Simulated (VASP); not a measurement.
The system is Ru.

```
Ru
1.0
     2.70000    0.00000    0.00000
    -1.35000    2.33827    0.00000
     0.00000    0.00000    4.27680
Ru
2
Direct
  0.33333 0.66667 0.75000
  0.66667 0.33333 0.25000
```

| Property | Result |
| --- | --- |
| Program | VASP 6.6.1 |
| Task | relaxation of cell and atoms |
| Functional | LDA |
| Potentials or basis | VASP PAW LDA potentials, release 64 (Ru_pv) |
| Cutoff | 600 eV |
| k mesh | 18 × 18 × 10 |
| Occupations | gaussian, width 0.05 eV |
| Spin | no spin polarisation |

At the start: pressure -9.9 GPa; volume 13.50 Å³/atom.

**Question.** Where does the relaxation end?

**Answer.** Over 7 steps the energy falls by 12.2 meV/atom and the volume is 13.12 Å³/atom (-2.8 %); space group P6_3/mmc (No. 194, to 0.1 Å) before and after.

Step by step:
```
step  energy change (eV)  largest force (eV/Å)  pressure (GPa)  volume (Å³)
   1              0.0000                0.0000           -9.89        27.00
   2              0.2705                0.0000           43.65        23.87
   3             -0.0243                0.0000           -0.42        26.27
   4             -0.0244                0.0000           -0.05        26.24
   5             -0.0243                0.0000            0.17        26.22
   6             -0.0243                0.0000           -0.43        26.27
   7             -0.0244                0.0000           -0.03        26.24
```

Final structure:
```xyz
2
Lattice="2.6756 0.0000 0.0000 -1.3378 2.3171 0.0000 0.0000 0.0000 4.2321" Properties=species:S:1:pos:R:3 pbc="T T T"
Ru    0.0000    1.5447    3.1741
Ru    1.3378    0.7724    1.0580
```
